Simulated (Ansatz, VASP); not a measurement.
CdF2 in VASP and in Ansatz

File INCAR:

```
PREC = Accurate ; ENCUT = 520
EDIFF = 1E-6 ; ISMEAR = -1
SIGMA = 0.15 ; LREAL = False
LASPH = True ; NELM = 150
ALGO = Normal ; ISIF = 2
LWAVE = False ; LCHARG = False
ISPIN = 2 ; MAGMOM = 0 0 0
LORBIT = 11 ; GGA = PS
NBANDS = 24
```

KPOINTS

```
regular mesh
0
Gamma
  8 8 8
```

POSCAR

```
CdF2
1.0
    0.0000000000      2.6940984906      2.6940984906
    2.6940984906      0.0000000000      2.6940984906
    2.6940984906      2.6940984906      0.0000000000
Cd F
1 2
Direct
    0.0000000000      0.0000000000      0.0000000000
    0.2500000000      0.2500000000      0.2500000000
    0.7500000000      0.7500000000      0.7500000000
```

Input for Ansatz:

```yaml
crystal:
  lattice:
    - [0.0, 2.6940984906, 2.6940984906]
    - [2.6940984906, 0.0, 2.6940984906]
    - [2.6940984906, 2.6940984906, 0.0]
  atoms:
    - { symbol: Cd, position: [0.0, 0.0, 0.0] }
    - { symbol: F, position: [0.25, 0.25, 0.25] }
    - { symbol: F, position: [0.75, 0.75, 0.75] }
basis:
  ecutwfc: 500
  ecutrho_ratio: 4
kpoints:
  mp_grid: { grid: [8, 8, 8] }
hamiltonian:
  xc: pbesol
scf:
  occupations: { method: fermi_dirac, width: 0.15 }
output:
  forces: true
  stress: true
magnetization:
  spin_polarized: true
```

Alike in both runs: task single point; functional PBEsol; k mesh 8 × 8 × 8; occupations fermi-dirac, width 0.15 eV; collinear spin.

```csv
,VASP,Ansatz
version,VASP 6.6.1,Ansatz 0.2.0
potentials or method,"VASP PAW PBE potentials, release 64 (Cd, F), cutoff 520 eV","scalar-relativistic, plane waves, PAW"
valence electrons in the cell,26,34
```

Ansatz gave:

```
pressure (GPa)           : -0.3
net moment per atom (μB) : 0.00
```

Q: What did VASP give for the same quantities?

A: Pressure (GPa): 0.5; net moment per atom (μB): 0.00.

VASP's potentials were made for PBE, not for PBEsol. With one functional, cell and mesh, what is left measures potentials, basis and numerics. VASP's potentials hold 26 valence electrons a cell and Ansatz's 34, so a difference there can come from the potentials and not from the codes. Ansatz's warnings: no starting moments.
